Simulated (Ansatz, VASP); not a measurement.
**BaTiO3: VASP beside Ansatz**

```
CELL_PARAMETERS angstrom
-7.93713 0.00000 0.00000
0.00000 -2.82599 2.83470
0.00000 2.82599 2.83470
ATOMIC_POSITIONS crystal
Ba 0.00000 0.00000 0.00000
Ba 0.50000 0.00000 0.00000
Ti 0.25000 0.50790 0.50790
Ti 0.75000 0.50790 0.50790
O 0.00000 0.49210 0.49210
O 0.50000 0.49210 0.49210
O 0.25000 0.99371 0.50251
O 0.75000 0.99371 0.50251
O 0.25000 0.50251 0.99371
O 0.75000 0.50251 0.99371
```

Alike in both runs: task single point; functional PBE; k mesh 4 × 6 × 6; no spin polarisation.

|  | VASP | Ansatz |
| --- | --- | --- |
| version | VASP 6.6.1 | Ansatz 0.2.0 |
| potentials or method | VASP PAW PBE potentials, release 64 (Ba_sv, Ti_sv, O), cutoff 520 eV | PAW plane waves |
| occupations | fermi-dirac, width 0.1 eV | fermi-dirac |
| valence electrons in the cell | 80 | 80 |

|  | VASP | Ansatz | Ansatz less VASP |
| --- | --- | --- | --- |
| pressure (GPa) | 5.8 | 4.0 | -1.86 |
| traceless stress, the component that is largest in VASP (GPa) | -0.74 | -0.72 | +0.018 |
| rms of the force components (eV/Å) | 0.077 | 0.081 | +0.0042 |

Atom by atom the forces differ by 0.009 eV/Å (rms over components).

Spin-orbit coupling is off throughout.
